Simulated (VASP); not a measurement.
A run of VASP 6.6.1 is set up as follows.

INCAR

```
SYSTEM = Ti
PREC = Accurate ; ENCUT = 600
EDIFF = 1E-7 ; ISMEAR = -1
SIGMA = 0.1 ; LREAL = .FALSE.
LASPH = .TRUE. ; NELM = 80
ALGO = Normal ; ISIF = 3
LWAVE = .FALSE. ; LCHARG = .FALSE.
GGA = PE ; IBRION = 2
NSW = 60 ; EDIFFG = -0.005
PSTRESS = 680.0
```

KPOINTS

```
regular mesh
0
G
  19 19 19
  0 0 0
```

File POSCAR:

```
Ti
1.0
   -1.4507993293      1.4507993293      1.4507993293
    1.4507993293     -1.4507993293      1.4507993293
    1.4507993293      1.4507993293     -1.4507993293
Ti
1
Direct
    0.0000000000      0.0000000000      0.0000000000
```

Potentials or basis: VASP PAW PBE potentials, release 64 (Ti_sv).

Run with:

```sh
$ cat potpaw_PBE.64/Ti_sv/POTCAR > POTCAR
$ mpirun -np 1 vasp_std > vasp.out
```

(1) Predict the space group after relaxing (to 0.1 Å).

(2) Predict the band gap on the k mesh.

(3) Estimate the relaxed cell.

(4) Predict the relaxed volume.

## Answers

(1) Im-3m (No. 229).

(2) zero (bands 6 and 7 overlap by 2.12 eV).

(3) a = 2.494 Å, b = 2.494 Å, c = 2.494 Å, α = 109.47°, β = 109.47°, γ = 109.47°.

(4) 11.95 Å³/atom.

Caveat: the cell is relaxed towards a set pressure, so the run minimises the enthalpy, not the energy.
